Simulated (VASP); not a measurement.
# InP in VASP: single point with PBE

Aim: the single point of InP with PBE.

Everything below comes from runs of VASP 6.6.1. Logs are shortened: lines on timing, memory, paths and dates and some standing lists are left out, and cuts for length are marked.

**1. The cell of the first run**

The cell holds a slab with vacuum, 16 atoms: a = 8.429 Å, b = 5.960 Å, c = 22.322 Å, α = 90.00°, β = 90.00°, γ = 90.00°.

**2. Single point, PBE**

The input, INCAR:

```
SYSTEM = InP
PREC     = Accurate       ! precision mode
ENCUT    = 400            ! plane-wave cutoff, eV
EDIFF    = 1E-6           ! SCF threshold, eV
ISMEAR   = 0              ! smearing method
SIGMA    = 0.05           ! smearing width, eV
LREAL    = .False.        ! projectors in reciprocal space
LASPH    = .True.         ! aspherical terms in the spheres
NELM     = 120            ! most SCF steps
ALGO     = Normal         ! electronic algorithm
ISIF     = 2              ! what is computed and relaxed
LWAVE    = .False.        ! write WAVECAR
LCHARG   = .False.        ! write CHGCAR
LDIPOL   = .True.       
IDIPOL   = 3            
DIPOL    = 0.5 0.5 0.500
GGA      = PE             ! functional
NBANDS   = 86             ! bands
GGA_COMPAT= .False.      
NELMDL   = -8
```

The input, KPOINTS:

```
Automatic mesh
0
Gamma
  2 3 1
  0 0 0
```

The input, POSCAR:

```
InP
1.0
    8.4288095775      0.0000000000      0.0000000000
    0.0000000000      5.9600684096      0.0000000000
    0.0000000000      0.0000000000     22.3216071831
In P
8 8
Direct
    0.2500000000      0.5000000000      0.3583971322
    0.7500000000      0.5000000000      0.3583971322
    0.5000000000      0.0000000000      0.4527990441
    0.0000000000      0.0000000000      0.4527990441
    0.7500000000      0.5020293333      0.5516974921
    0.2500000000      0.5020293333      0.5516974921
    0.0000000000     -0.0623516609      0.6235667331
    0.5000000000     -0.0623516609      0.6235667331
    0.5000000000      0.2500000000      0.3583971322
    0.0000000000      0.2500000000      0.3583971322
    0.7500000000      0.7500000000      0.4527990441
    0.2500000000      0.7500000000      0.4527990441
    0.0000000000      0.2545447695      0.5479368772
    0.5000000000      0.2545447695      0.5479368772
    0.2500000000      0.7245592420      0.6513354440
    0.7500000000      0.7245592420      0.6513354440
```

Potentials or basis: VASP PAW PBE potentials, release 64 (In_d, P).

Launch:

```console
$ cat potpaw_PBE.64/In_d/POTCAR potpaw_PBE.64/P/POTCAR > POTCAR
$ mpirun -np 1 vasp_std > vasp.out
```

OUTCAR:

```text
SYSTEM = InP
   PREC = Accurate
   ENCUT = 400
   EDIFF = 1E-6
   ISMEAR = 0
   LREAL = .False.
   LASPH = .True.
   NELM = 120
   ISIF = 2
   GGA = PE
   NELMDL = -8

 ion  position               nearest neighbor table
   1  0.250  0.500  0.358-   9 2.58  10 2.58  12 2.58
   2  0.750  0.500  0.358-   9 2.58  10 2.58  11 2.58
   3  0.500  0.000  0.453-  11 2.58  12 2.58   9 2.58  14 2.61   8 3.83
   4  0.000  0.000  0.453-  11 2.58  12 2.58  10 2.58  13 2.61   7 3.83
   5  0.750  0.502  0.552-  13 2.57  14 2.57  16 2.59  11 2.66   7 3.71   8 3.71
   6  0.250  0.502  0.552-  13 2.57  14 2.57  15 2.59  12 2.66   7 3.71   8 3.71
   7  0.000  0.938  0.624-  13 2.53  15 2.54  16 2.54   6 3.71   5 3.71   4 3.83
   8  0.500  0.938  0.624-  14 2.53  15 2.54  16 2.54   6 3.71   5 3.71   3 3.83
   9  0.500  0.250  0.358-   1 2.58   2 2.58   3 2.58
  10  0.000  0.250  0.358-   1 2.58   2 2.58   4 2.58
  11  0.750  0.750  0.453-   3 2.58   4 2.58   2 2.58   5 2.66
  12  0.250  0.750  0.453-   3 2.58   4 2.58   1 2.58   6 2.66
  13  0.000  0.255  0.548-   7 2.53   6 2.57   5 2.57   4 2.61
  14  0.500  0.255  0.548-   8 2.53   6 2.57   5 2.57   3 2.61
  15  0.250  0.725  0.651-   7 2.54   8 2.54   6 2.59
  16  0.750  0.725  0.651-   7 2.54   8 2.54   5 2.59

  LATTYP: Found a simple orthorhombic cell.
 ALAT       =     5.9600684096
 B/A-ratio  =     1.4142135624
 C/A-ratio  =     3.7451931168

  Lattice vectors:

 A1 = (   0.0000000000,  -5.9600684096,   0.0000000000)
 A2 = (   8.4288095775,   0.0000000000,   0.0000000000)
 A3 = (   0.0000000000,   0.0000000000,  22.3216071831)

Analysis of symmetry for initial positions (statically):
=====================================================================
 Subroutine PRICEL returns following result:

  LATTYP: Found a simple orthorhombic cell.
 ALAT       =     4.2144047887
 B/A-ratio  =     1.4142135624
 C/A-ratio  =     5.2965028995

  Lattice vectors:

 A1 = (   4.2144047887,   0.0000000000,   0.0000000000)
 A2 = (   0.0000000000,   5.9600684096,   0.0000000000)
 A3 = (   0.0000000000,   0.0000000000,  22.3216071831)

   2 primitive cells build up your supercell.

 Routine SETGRP: Setting up the symmetry group for a
 simple orthorhombic supercell.

 Subroutine GETGRP returns: Found  2 space group operations
 (whereof  2 operations were pure point group operations)
 out of a pool of  8 trial point group operations.

The static configuration has the point symmetry C_1h.

Analysis of symmetry for dynamics (positions and initial velocities):
=====================================================================
 Subroutine PRICEL returns following result:

  LATTYP: Found a simple orthorhombic cell.
 ALAT       =     4.2144047887
 B/A-ratio  =     1.4142135624
 C/A-ratio  =     5.2965028995

  Lattice vectors:

 A1 = (   4.2144047887,   0.0000000000,   0.0000000000)
 A2 = (   0.0000000000,   5.9600684096,   0.0000000000)
 A3 = (   0.0000000000,   0.0000000000,  22.3216071831)

   2 primitive cells build up your supercell.

 Routine SETGRP: Setting up the symmetry group for a
 simple orthorhombic supercell.

 Subroutine GETGRP returns: Found  2 space group operations
 (whereof  2 operations were pure point group operations)
 out of a pool of  8 trial point group operations.

The dynamic configuration has the point symmetry C_1h.

 Subroutine INISYM returns: Found  2 space group operations
 (whereof  2 operations are pure point group operations),
 and found     2 'primitive' translations

----------------------------------------------------------------------------------------

                                     Primitive cell

  volume of cell :     560.6773

  direct lattice vectors                    reciprocal lattice vectors
     4.214404789  0.000000000  0.000000000     0.237281431  0.000000000  0.000000000
     0.000000000  5.960068410  0.000000000     0.000000000  0.167783309  0.000000000
     0.000000000  0.000000000 22.321607183     0.000000000  0.000000000  0.044799642

  length of vectors
     4.214404789  5.960068410 22.321607183     0.237281431  0.167783309  0.044799642

  position of ions in fractional coordinates (direct lattice)
     0.500000000  0.500000000  0.358397132
     0.000000000  0.000000000  0.452799044
     0.500000000  0.502029333  0.551697492
     0.000000000  0.937648339  0.623566733
     0.000000000  0.250000000  0.358397132
     0.500000000  0.750000000  0.452799044
     0.000000000  0.254544770  0.547936877
     0.500000000  0.724559242  0.651335444

  ion indices of the primitive-cell ions
   primitive index   ion index
                 1           1
                 2           3
                 3           6
                 4           7
                 5           9
                 6          12
                 7          13
                 8          15

----------------------------------------------------------------------------------------

 KPOINTS: Automatic mesh

Automatic generation of k-mesh.
 Grid dimensions read from file:
 generate k-points for:    2    3    1

 Generating k-lattice:

  Cartesian coordinates                     Fractional coordinates (reciprocal lattice)
     0.059320358  0.000000000  0.000000000     0.500000000  0.000000000  0.000000000
     0.000000000  0.055927770  0.000000000     0.000000000  0.333333333  0.000000000
     0.000000000  0.000000000  0.044799642     0.000000000  0.000000000  1.000000000

  Length of vectors
     0.059320358  0.055927770  0.044799642

  Shift w.r.t. Gamma in fractional coordinates (k-lattice)
     0.000000000  0.000000000  0.000000000

 Subroutine IBZKPT returns following result:
 ===========================================

 Found      4 irreducible k-points:

 Following reciprocal coordinates:
            Coordinates               Weight
  0.000000  0.000000  0.000000      1.000000
  0.500000  0.000000  0.000000      1.000000
  0.000000  0.333333  0.000000      2.000000
  0.500000  0.333333  0.000000      2.000000
   k-points           NKPTS =      4   k-points in BZ     NKDIM =      4   number of bands    NBANDS=     86
   number of dos      NEDOS =    301   number of ions     NIONS =     16
   total plane-waves  NPLWV = 336000
   dimension x,y,z NGX =    56 NGY =   40 NGZ =  150
   dimension x,y,z NGXF=   112 NGYF=   80 NGZF=  300
   ions per type =               8   8
   NGX,Y,Z   is equivalent  to a cutoff of  11.05, 11.16, 11.17 a.u.
   NGXF,Y,Z  is equivalent  to a cutoff of  22.09, 22.31, 22.34 a.u.
 SYSTEM =  InP
   PREC   = accura    normal or accurate (medium, high low for compatibility)
   ISTART =      0    job   : 0-new  1-cont  2-samecut
   ICHARG =      2    charge: 1-file 2-atom 10-const
   ISPIN  =      1    spin polarized calculation?
   LNONCOLLINEAR =      F non collinear calculations
   LSORBIT =      F    spin-orbit coupling
   LASPH  =      T    aspherical Exc in radial PAW
   ENCUT  =  400.0 eV  29.40 Ry    5.42 a.u.  13.75  9.72 36.40*2*pi/ulx,y,z
   NELM   =    120;   NELMIN=  2; NELMDL= -8     # of ELM steps
   EDIFF  = 0.1E-05   stopping-criterion for ELM
   LREAL  =      F    real-space projection
   EDIFFG = 0.1E-04   stopping-criterion for IOM
   NSW    =      0    number of steps for IOM
   IBRION =     -1    ionic relax: 0-MD 1-quasi-New 2-CG
   NFREE  =      0    steps in history (QN), initial steepest desc. (CG)
   ISIF   =      2    stress and relaxation
   ISYM   =      2    0-nonsym 1-usesym 2-fastsym
   POTIM  = 0.5000    time-step for ionic-motion
   TEBEG  =    0.0;   TEEND  =   0.0 temperature during run
   PSTRESS=    0.0 pullay stress
   NELECT =     144.0000    total number of electrons
   NUPDOWN=      -1.0000    fix difference up-down
   EMIN   =  10.00;   EMAX   =-10.00  energy-range for DOS
   EFERMI =   0.00;   METHOD = LEGACY
   ISMEAR =     0;   SIGMA  =   0.05  broadening in eV -4-tet -1-fermi 0-gaus
   EFERMI_NEDOS =   21; number of points for ismear=-14 and -15
   IALGO  =     38    algorithm
   IMIX   =      4    mixing-type and parameters
     AMIX     =   0.40;   BMIX     =  1.00
     AMIX_MAG =   1.60;   BMIX_MAG =  1.00
  volume/ion in A,a.u.               =      70.08       472.95
  Fermi-wavevector in a.u.,A,eV,Ry     =   0.825939  1.560799  9.281559  0.682175
  Thomas-Fermi vector in A             =   1.937885
   LORBIT       =      0    0 simple, 1 ext, 2 COOP (PROOUT), +10 PAW based schemes
   GGA     = PE    functional components
   LHFCALC =     F    Hartree Fock is set to
   AEXX    =    0.0000 exact exchange contribution
   IVDW    =     0    specifies the selected vdW correction
   LEPSILON=     F    determine dielectric tensor
   LRPA    =     F    only Hartree local field effects (RPA)
 non-spin polarized calculation
 Gauss-broadening in eV      SIGMA  =   0.05
  energy-cutoff  :      400.00
  volume of cell :     1121.35
 maximum number of plane-waves:     20416
 NGX is ok and might be reduce to    56
   NGX = 27   NGY = 19   NGZ = 73

 number of electron     144.0000115 magnetization

 dipolmoment           0.000000      0.000000      0.071396 electrons x Angstroem

 Free energy of the ion-electron system (eV)
  ---------------------------------------------------
  ext. energy  EPLUGINS =         0.00000000
  ---------------------------------------------------
  free energy    TOTEN  =       -62.31835204 eV

  energy without entropy =      -62.31835204  energy(sigma->0) =      -62.31835204

 E-fermi :  -1.0635     XC(G=0):  -4.0519

 val. band max:       -1.3461423675   @ k =   0.0000   0.0000   0.0000
 cond. band min:      -0.6357100326   @ k =   0.0000   0.0000   0.0000
 fundamental gap:      0.7104323349
 Fermi energy:        -1.0635066775

 k-point     1 :       0.0000    0.0000    0.0000
  band No.  band energies     occupation
      1     -15.6768      2.00000
      2     -15.6766      2.00000
      3     -15.6064      2.00000
      4     -15.6022      2.00000
      5     -15.5832      2.00000
      6     -15.5797      2.00000
[... 337 lines left out ...]
     83       2.8485      0.00000
     84       2.8485      0.00000
 [bands above 84 left out]

------------------------ aborting loop because EDIFF is reached ----------------------------------------

 vacuum level on the upper side and lower side of the slab       (xc-potential included)         0.052        -0.153

  FORCE on cell =-STRESS in cart. coord.  units (eV):
  Direction    XX          YY          ZZ          XY          YZ          ZX
  --------------------------------------------------------------------------------------
  -------------------------------------------------------------------------------------
  Total       -2.9166335     -3.3509833     -0.3941650      0.0000000      3.0012101      0.0000000
  in kB       -4.1672493     -4.7878430     -0.5631781      0.0000000      4.2880914      0.0000000
  external PRESSURE =      -3.1727568 kB  Pullay stress =       0.0000000 kB

 VOLUME and BASIS-vectors are now :
 -----------------------------------------------------------------------------
  energy-cutoff  :      400.00
  volume of cell :     1121.35
      direct lattice vectors                 reciprocal lattice vectors
     8.428809577  0.000000000  0.000000000     0.118640716  0.000000000  0.000000000
     0.000000000  5.960068410  0.000000000     0.000000000  0.167783309  0.000000000
     0.000000000  0.000000000 22.321607183     0.000000000  0.000000000  0.044799642

 POSITION                                       TOTAL-FORCE (eV/Angst)
 -----------------------------------------------------------------------------------
      2.10720      2.98003      8.00000        -0.000000     -1.032403      1.123181
      6.32161      2.98003      8.00000         0.000000     -1.032403      1.123181
      4.21440      0.00000     10.10720         0.000000      0.354001      0.036170
      0.00000      0.00000     10.10720         0.000000      0.354001      0.036170
      6.32161      2.99213     12.31477         0.000000     -0.004634      0.006154
      2.10720      2.99213     12.31477         0.000000     -0.004634      0.006154
[... 8 lines left out ...]
      2.10720      4.31842     14.53885        -0.000000      0.015292     -0.005110
      6.32161      4.31842     14.53885        -0.000000      0.015292     -0.005110
 -----------------------------------------------------------------------------------
    total drift:                                0.000000     -0.001908      0.001341

  FREE ENERGIE OF THE ION-ELECTRON SYSTEM (eV)
  ---------------------------------------------------
  free  energy   TOTEN  =       -62.3183520368 eV

  energy  without entropy=      -62.3183520368  energy(sigma->0) =      -62.31835204

 vacuum level on the upper side and lower side of the slab         3.699         3.467
```

It took 19 min on 1 thread of Intel Xeon 8259CL, shared host; peak memory 0.78 GiB.

Results:

| Quantity | Value |
| --- | --- |
| Free energy | -62.3184 eV |
| Largest force | 1.526 eV/Å |
| Band gap on the k mesh | 0.71 eV |

Forces in eV/Å, atoms in the order of the input:
```
In   0.000 -1.032  1.123
In   0.000 -1.032  1.123
In   0.000  0.354  0.036
In   0.000  0.354  0.036
In   0.000 -0.005  0.006
In   0.000 -0.005  0.006
In   0.000 -0.011  0.002
In   0.000 -0.011  0.002
P    0.000  0.328 -1.063
P    0.000  0.328 -1.063
P    0.000  0.351 -0.101
P    0.000  0.351 -0.101
P    0.000  0.000  0.002
P    0.000  0.000  0.002
P    0.000  0.015 -0.005
P    0.000  0.015 -0.005
```

Caveat: spin-orbit coupling is left out, which moves the levels of the heavy elements.
